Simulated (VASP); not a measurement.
# CuO2 (Cmcm) in VASP: a series of runs

Runs on CuO2. Level: PBEsol. Tasks: single point.

All numbers are computed with VASP 6.6.1; they aren't measurements. Logs are shortened: lines on timing, memory, paths and dates and some standing lists are left out, and cuts for length are marked.

## Step 1: The cell of the first run

It takes space group Cmcm (No. 63, orthorhombic). Conventional cell: a = 2.830 Å, b = 8.907 Å, c = 3.734 Å, α = 90.00°, β = 90.00°, γ = 90.00°. Cu (site symmetry m2m) has 6 O at 1.87 to 1.92 Å within 2.5 Å. Within 2.5 Å of O (site symmetry m2m) lie 4 Cu at 1.91 to 1.92 Å and 2 O at 2.40 Å. Within 2.5 Å of O (site symmetry m2m) lie 2 Cu at 1.87 Å and 4 O at 1.89 to 2.40 Å.

## Step 2: Single point, PBEsol

Input file INCAR:

```
  PREC = Accurate
  ENCUT = 520
  EDIFF = 1E-6
  ISMEAR = -1
  SIGMA = 0.05
  LREAL = F
  LASPH = T
  NELM = 80
  ALGO = Normal
  ISIF = 2
  LWAVE = F
  LCHARG = T
  GGA = PS
  LELF = T
  LVHAR = T
  NBANDS = 32
```

Input file KPOINTS:

```
regular mesh
0
Gamma
  10 10 6
```

Input file POSCAR:

```
CuO2
1.0
    1.4150583652     -4.4533291168      0.0000000000
    1.4150583652      4.4533291168      0.0000000000
    0.0000000000      0.0000000000      3.7341739965
Cu O
2 4
Direct
    0.1553383784      0.8446616216      0.7500000000
    0.8446616216      0.1553383784      0.2500000000
    0.8006380671      0.1993619329      0.7500000000
    0.1993619329      0.8006380671      0.2500000000
    0.5176187815      0.4823812185      0.7500000000
    0.4823812185      0.5176187815      0.2500000000
```

Potentials or basis: VASP PAW PBE potentials, release 64 (Cu, O).

Command:

```bash
$ cat potpaw_PBE.64/Cu/POTCAR potpaw_PBE.64/O/POTCAR > POTCAR
$ mpirun -np 1 vasp_std > vasp.out
```

OUTCAR:

```text
PREC = Accurate
   ENCUT = 520
   EDIFF = 1E-6
   ISMEAR = -1
   LREAL = F
   LASPH = T
   NELM = 80
   ISIF = 2
   GGA = PS

 ion  position               nearest neighbor table
   1  0.155  0.845  0.750-   5 1.87   5 1.87   4 1.91   4 1.91   3 1.92   3 1.92
   2  0.845  0.155  0.250-   6 1.87   6 1.87   3 1.91   3 1.91   4 1.92   4 1.92
   3  0.801  0.199  0.750-   2 1.91   2 1.91   1 1.92   1 1.92
   4  0.199  0.801  0.250-   1 1.91   1 1.91   2 1.92   2 1.92
   5  0.518  0.482  0.750-   1 1.87   1 1.87   6 1.89   6 1.89
   6  0.482  0.518  0.250-   2 1.87   2 1.87   5 1.89   5 1.89

  LATTYP: Found a base centered orthorhombic cell.
 ALAT       =     2.8301167304
 B/A-ratio  =     3.1470992479
 C/A-ratio  =     1.3194416882

  Lattice vectors:

 A1 = (   1.4150583652,  -4.4533291168,   0.0000000000)
 A2 = (   1.4150583652,   4.4533291168,   0.0000000000)
 A3 = (   0.0000000000,   0.0000000000,   3.7341739965)

Analysis of symmetry for initial positions (statically):
=====================================================================
 Subroutine PRICEL returns:
 Original cell was already a primitive cell.

 Routine SETGRP: Setting up the symmetry group for a
 base centered orthorhombic supercell.

 Subroutine GETGRP returns: Found  8 space group operations
 (whereof  4 operations were pure point group operations)
 out of a pool of  8 trial point group operations.

The static configuration has the point symmetry C_2h.
 The point group associated with its full space group is D_2h.

Analysis of symmetry for dynamics (positions and initial velocities):
=====================================================================
 Subroutine PRICEL returns:
 Original cell was already a primitive cell.

 Routine SETGRP: Setting up the symmetry group for a
 base centered orthorhombic supercell.

 Subroutine GETGRP returns: Found  8 space group operations
 (whereof  4 operations were pure point group operations)
 out of a pool of  8 trial point group operations.

The dynamic configuration has the point symmetry C_2h.
 The point group associated with its full space group is D_2h.

 Subroutine INISYM returns: Found  8 space group operations
 (whereof  4 operations are pure point group operations),
 and found     1 'primitive' translations

----------------------------------------------------------------------------------------

                                     Primitive cell

  volume of cell :      47.0634

  direct lattice vectors                    reciprocal lattice vectors
     1.415058365 -4.453329117  0.000000000     0.353342316 -0.112275555  0.000000000
     1.415058365  4.453329117  0.000000000     0.353342316  0.112275555  0.000000000
     0.000000000  0.000000000  3.734173997     0.000000000  0.000000000  0.267796841

  length of vectors
     4.672743348  4.672743348  3.734173997     0.370751389  0.370751389  0.267796841

  position of ions in fractional coordinates (direct lattice)
     0.155338378  0.844661622  0.750000000
     0.844661622  0.155338378  0.250000000
     0.800638067  0.199361933  0.750000000
     0.199361933  0.800638067  0.250000000
     0.517618781  0.482381219  0.750000000
     0.482381219  0.517618781  0.250000000

  ion indices of the primitive-cell ions
   primitive index   ion index
                 1           1
                 2           2
                 3           3
                 4           4
                 5           5
                 6           6

----------------------------------------------------------------------------------------

 KPOINTS: regular mesh

Automatic generation of k-mesh.
 Grid dimensions read from file:
 generate k-points for:   10   10    6

 Generating k-lattice:

  Cartesian coordinates                     Fractional coordinates (reciprocal lattice)
     0.035334232 -0.011227556  0.000000000     0.100000000 -0.000000000  0.000000000
     0.035334232  0.011227556  0.000000000    -0.000000000  0.100000000  0.000000000
     0.000000000  0.000000000  0.044632807     0.000000000  0.000000000  0.166666667

  Length of vectors
     0.037075139  0.037075139  0.044632807

  Shift w.r.t. Gamma in fractional coordinates (k-lattice)
     0.000000000  0.000000000  0.000000000

 Subroutine IBZKPT returns following result:
 ===========================================

 Found    124 irreducible k-points:

 Following reciprocal coordinates:
            Coordinates               Weight
  0.000000  0.000000  0.000000      1.000000
  0.100000 -0.000000  0.000000      4.000000
  0.200000 -0.000000  0.000000      4.000000
  0.300000 -0.000000  0.000000      4.000000
  0.400000 -0.000000  0.000000      4.000000
  0.500000 -0.000000  0.000000      2.000000
[... 16 lines left out ...]
  0.300000  0.300000  0.000000      2.000000
  0.400000  0.300000  0.000000      4.000000
 [... further k-points ...]
   k-points           NKPTS =    124   k-points in BZ     NKDIM =    124   number of bands    NBANDS=     32
   number of dos      NEDOS =    301   number of ions     NIONS =      6
   total plane-waves  NPLWV =  36288
   dimension x,y,z NGX =    36 NGY =   36 NGZ =   28
   dimension x,y,z NGXF=    72 NGYF=   72 NGZF=   56
   ions per type =               2   4
   NGX,Y,Z   is equivalent  to a cutoff of  12.81, 12.81, 12.47 a.u.
   NGXF,Y,Z  is equivalent  to a cutoff of  25.62, 25.62, 24.93 a.u.
 SYSTEM =  unknown system
   PREC   = accura    normal or accurate (medium, high low for compatibility)
   ISTART =      0    job   : 0-new  1-cont  2-samecut
   ICHARG =      2    charge: 1-file 2-atom 10-const
   ISPIN  =      1    spin polarized calculation?
   LNONCOLLINEAR =      F non collinear calculations
   LSORBIT =      F    spin-orbit coupling
   LASPH  =      T    aspherical Exc in radial PAW
   ENCUT  =  520.0 eV  38.22 Ry    6.18 a.u.   8.69  8.69  6.94*2*pi/ulx,y,z
   NELM   =     80;   NELMIN=  2; NELMDL= -5     # of ELM steps
   EDIFF  = 0.1E-05   stopping-criterion for ELM
   LREAL  =      F    real-space projection
   EDIFFG = 0.1E-04   stopping-criterion for IOM
   NSW    =      0    number of steps for IOM
   IBRION =     -1    ionic relax: 0-MD 1-quasi-New 2-CG
   NFREE  =      0    steps in history (QN), initial steepest desc. (CG)
   ISIF   =      2    stress and relaxation
   ISYM   =      2    0-nonsym 1-usesym 2-fastsym
   POTIM  = 0.5000    time-step for ionic-motion
   TEBEG  =    0.0;   TEEND  =   0.0 temperature during run
   PSTRESS=    0.0 pullay stress
   NELECT =      46.0000    total number of electrons
   NUPDOWN=      -1.0000    fix difference up-down
   EMIN   =  10.00;   EMAX   =-10.00  energy-range for DOS
   EFERMI =   0.00;   METHOD = LEGACY
   ISMEAR =    -1;   SIGMA  =   0.05  broadening in eV -4-tet -1-fermi 0-gaus
   EFERMI_NEDOS =   21; number of points for ismear=-14 and -15
   IALGO  =     38    algorithm
   IMIX   =      4    mixing-type and parameters
     AMIX     =   0.40;   BMIX     =  1.00
     AMIX_MAG =   1.60;   BMIX_MAG =  1.00
  volume/ion in A,a.u.               =       7.84        52.93
  Fermi-wavevector in a.u.,A,eV,Ry     =   1.624674  3.070189 35.913467  2.639565
  Thomas-Fermi vector in A             =   2.717922
   LORBIT       =      0    0 simple, 1 ext, 2 COOP (PROOUT), +10 PAW based schemes
   GGA     = PS    functional components
   LHFCALC =     F    Hartree Fock is set to
   AEXX    =    0.0000 exact exchange contribution
   IVDW    =     0    specifies the selected vdW correction
   LEPSILON=     F    determine dielectric tensor
   LRPA    =     F    only Hartree local field effects (RPA)
 non-spin polarized calculation
  energy-cutoff  :      520.00
  volume of cell :       47.06
 maximum number of plane-waves:      1290
   NGX = 17   NGY = 17   NGZ = 13

 number of electron      46.0000004 magnetization

 Free energy of the ion-electron system (eV)
  ---------------------------------------------------
  ext. energy  EPLUGINS =         0.00000000
  ---------------------------------------------------
  free energy    TOTEN  =       -29.32067295 eV

  energy without entropy =      -29.28328254  energy(sigma->0) =      -29.30197774

 E-fermi :   6.7103     XC(G=0): -13.2514

 val. band max:        6.7065299548   @ k =   0.4000  -0.0000   0.3333
 cond. band min:       6.7146120785   @ k =   0.4000   0.2000   0.1667
 fundamental gap:      0.0080821237
 Fermi energy:         6.7102966645

 k-point     1 :       0.0000    0.0000    0.0000
  band No.  band energies     occupation
      1     -14.9895      2.00000
      2     -12.5981      2.00000
      3     -11.7135      2.00000
      4      -9.8431      2.00000
      5      -1.5275      2.00000
      6      -1.3885      2.00000
[... 24 lines left out ...]
     31      19.8681      0.00000
     32      21.7858      0.00000

 k-point     2 :       0.1000   -0.0000    0.0000
  band No.  band energies     occupation
      1     -14.8849      2.00000
      2     -12.6108      2.00000
      3     -11.6982      2.00000
      4      -9.8437      2.00000
      5      -1.4788      2.00000
      6      -1.3111      2.00000
[... 24 lines left out ...]
     31      20.1277      0.00000
     32      21.4944      0.00000

 k-point     3 :       0.2000   -0.0000    0.0000
  band No.  band energies     occupation
      1     -14.5920      2.00000
      2     -12.6340      2.00000
      3     -11.6842      2.00000
      4      -9.8355      2.00000
      5      -1.3420      2.00000
      6      -1.1418      2.00000
[... 24 lines left out ...]
     31      20.7143      0.00000
     32      20.7192      0.00000

 k-point     4 :       0.3000   -0.0000    0.0000
  band No.  band energies     occupation
      1     -14.1823      2.00000
      2     -12.6263      2.00000
      3     -11.7491      2.00000
      4      -9.8009      2.00000
      5      -1.1494      2.00000
      6      -1.0227      2.00000
[... 24 lines left out ...]
     31      20.4738      0.00000
     32      20.6301      0.00000

 k-point     5 :       0.4000   -0.0000    0.0000
  band No.  band energies     occupation
      1     -13.8024      2.00000
      2     -12.5204      2.00000
      3     -11.9516      2.00000
      4      -9.7484      2.00000
      5      -1.0264      2.00000
      6      -0.9667      2.00000
[... 584 lines left out ...]
     31      19.9050      0.00000
     32      21.3051      0.00000

 k-point    22 :      -0.2000    0.2000    0.0000
  band No.  band energies     occupation
      1     -14.8257      2.00000
      2     -12.9085      2.00000
      3     -11.6338      2.00000
      4      -9.8959      2.00000
      5      -1.4509      2.00000
      6      -0.9557      2.00000
[... 24 lines left out ...]
     31      19.7504      0.00000
     32      21.5965      0.00000

 k-point    23 :       0.3000    0.3000    0.0000
  band No.  band energies     occupation
      1     -13.6778      2.00000
      2     -12.6574      2.00000
      3     -11.9635      2.00000
      4      -9.7573      2.00000
      5      -1.1905      2.00000
      6      -0.8595      2.00000
[... 24 lines left out ...]
     31      21.1592      0.00000
     32      21.1751      0.00000

 k-point    24 :       0.4000    0.3000    0.0000
  band No.  band energies     occupation
      1     -13.8580      2.00000
      2     -13.0509      2.00000
      3     -11.7086      2.00000
      4      -9.8388      2.00000
      5      -0.9418      2.00000
      6      -0.8826      2.00000
[... 24 lines left out ...]
     31      20.4659      0.00000
     32      21.1157      0.00000

 [... further k-points ...]
[... 5 lines left out ...]
  --------------------------------------------------------------------------------------
  -------------------------------------------------------------------------------------
  Total        9.2405989      9.0596893      8.8811514      0.0000000      0.0000000      0.0000000
  in kB      314.5770309    308.4183384    302.3403881      0.0000000      0.0000000      0.0000000
  external PRESSURE =     308.4452524 kB  Pullay stress =       0.0000000 kB

 VOLUME and BASIS-vectors are now :
 -----------------------------------------------------------------------------
  energy-cutoff  :      520.00
  volume of cell :       47.06
      direct lattice vectors                 reciprocal lattice vectors
     1.415058365 -4.453329117  0.000000000     0.353342316 -0.112275555  0.000000000
     1.415058365  4.453329117  0.000000000     0.353342316  0.112275555  0.000000000
     0.000000000  0.000000000  3.734173997     0.000000000  0.000000000  0.267796841

 POSITION                                       TOTAL-FORCE (eV/Angst)
 -----------------------------------------------------------------------------------
      1.41506      3.06978      2.80063         0.000000     -0.012623      0.000000
      1.41506     -3.06978      0.93354         0.000000      0.012623      0.000000
      1.41506     -2.67768      2.80063         0.000000     -0.063821     -0.000000
      1.41506      2.67768      0.93354         0.000000      0.063821     -0.000000
      1.41506     -0.15692      2.80063         0.000000      0.128731     -0.000000
      1.41506      0.15692      0.93354         0.000000     -0.128731     -0.000000
 -----------------------------------------------------------------------------------
    total drift:                                0.000000     -0.000000      0.000000

  FREE ENERGIE OF THE ION-ELECTRON SYSTEM (eV)
  ---------------------------------------------------
  free  energy   TOTEN  =       -29.3206729515 eV

  energy  without entropy=      -29.2832825352  energy(sigma->0) =      -29.30197774
```

Wall time 2.7 min (1 thread of Intel Xeon 6975P-C (Granite Rapids), shared host); peak memory 0.28 GiB.

Results:

* Free energy: -29.3207 eV
* Pressure: 30.8 GPa
* Largest force: 0.129 eV/Å
* Band gap on the k mesh: zero (band 23 reaches 7.36 eV, above the bottom of band 24 at 6.06 eV)

Forces in eV/Å, atoms in the order of the input:
```
Cu   0.000 -0.013  0.000
Cu   0.000  0.013  0.000
O    0.000 -0.064  0.000
O    0.000  0.064  0.000
O    0.000  0.129  0.000
O    0.000 -0.129  0.000
```

Stress tensor (GPa, compression positive):
```
31.46  0.00  0.00
 0.00 30.84  0.00
 0.00  0.00 30.23
```

Levels at points of the mesh, in eV from the Fermi level:
| k point | band 20 | band 21 | band 22 | band 23 | band 24 | band 25 | band 26 | band 27 |
| --- | --- | --- | --- | --- | --- | --- | --- | --- |
| (0.00, 0.00, 0.00) | -1.97 | -1.23 | -1.12 | -1.07 | -0.29 | 0.48 | 2.29 | 6.39 |
| (0.50, 0.00, 0.00) | -2.69 | -2.29 | -1.96 | -1.47 | 0.11 | 0.19 | 2.50 | 10.57 |
| (0.50, 0.50, 0.00) | -2.18 | -2.17 | -1.25 | -0.69 | 0.44 | 0.89 | 2.40 | 8.56 |
| (0.00, 0.00, 0.50) | -2.23 | -0.77 | -0.77 | 0.08 | 0.08 | 0.13 | 0.13 | 9.20 |
| (0.50, 0.00, 0.50) | -2.96 | -1.21 | -1.21 | -0.12 | -0.12 | 0.85 | 0.85 | 11.26 |
| (0.50, 0.50, 0.50) | -2.36 | -1.39 | -1.39 | 0.65 | 0.65 | 0.72 | 0.72 | 9.69 |

Caveat: the PAW data sets were made with another functional, which shifts forces and pressure a little; semilocal functionals often make such compounds metallic where correlation or magnetic order opens a gap, which also shifts bond lengths. With open d or f shells a metallic result of PBEsol can be an artefact of self-interaction; +U or a hybrid may open a gap.

## Step 3: Single point, PBEsol

This run uses another cell than the first one, of 8.15 Å³/atom, 1.039 times its volume.

Input file INCAR:

```
SYSTEM = CuO2
PREC = Accurate ; ENCUT = 520
EDIFF = 1E-6 ; ISMEAR = -1
SIGMA = 0.05 ; LREAL = .False.
LASPH = .True. ; NELM = 60
ALGO = Normal ; ISIF = 2
LWAVE = .False. ; LCHARG = .False.
GGA = PS ; NBANDS = 32
```

Input file KPOINTS:

```
regular mesh
0
Gamma
  10 10 6
  0 0 0
```

Input file POSCAR:

```
CuO2
1.0
    1.4270132395     -4.5568776083      0.0000000000
    1.4270132395      4.5568776083      0.0000000000
    0.0000000000      0.0000000000      3.7595810194
Cu O
2 4
Direct
    0.1555730892      0.8444269108      0.7500000000
    0.8444269108      0.1555730892      0.2500000000
    0.7986836483      0.2013163517      0.7500000000
    0.2013163517      0.7986836483      0.2500000000
    0.5198901687      0.4801098313      0.7500000000
    0.4801098313      0.5198901687      0.2500000000
```

Potentials or basis: VASP PAW PBE potentials, release 64 (Cu, O).

Command:

```bash
$ cat potpaw_PBE.64/Cu/POTCAR potpaw_PBE.64/O/POTCAR > POTCAR
$ mpirun -np 1 vasp_std > vasp.out
```

Run time: 2.5 min. Hardware: 1 thread of Intel Xeon 6975P-C (Granite Rapids), shared host; peak memory 0.28 GiB.

It converged, with:

```yaml
Free_energy: -29.6134 eV
Pressure: 20.8 GPa
Largest_force: 0.121 eV/Å
Band_gap_on_the_k_mesh: zero (band 23 reaches 6.70 eV, above the bottom of band 24 at 5.58 eV)
```

Forces in eV/Å, atoms in the order of the input:
```
Cu   0.000 -0.015  0.000
Cu   0.000  0.015  0.000
O    0.000 -0.054  0.000
O    0.000  0.054  0.000
O    0.000  0.121  0.000
O    0.000 -0.121  0.000
```

Stress tensor (GPa, compression positive):
```
21.36  0.00  0.00
 0.00 20.80  0.00
 0.00  0.00 20.19
```

Levels at points of the mesh, in eV from the Fermi level:
```
           k point  band 21  band 22  band 23  band 24  band 25  band 26
(0.00, 0.00, 0.00)    -1.24    -1.07    -1.04    -0.22     0.54     2.15
(0.50, 0.00, 0.00)    -2.16    -1.94    -1.42     0.10     0.19     2.36
(0.50, 0.50, 0.00)    -2.00    -1.20    -0.66     0.39     0.84     2.27
(0.00, 0.00, 0.50)    -0.74    -0.74     0.08     0.08     0.18     0.18
(0.50, 0.00, 0.50)    -1.14    -1.14    -0.06    -0.06     0.79     0.79
(0.50, 0.50, 0.50)    -1.23    -1.23     0.57     0.57     0.67     0.67
```

Caveat: the PAW data sets were made with another functional, which shifts forces and pressure a little; semilocal functionals often make such compounds metallic where correlation or magnetic order opens a gap, which also shifts bond lengths.
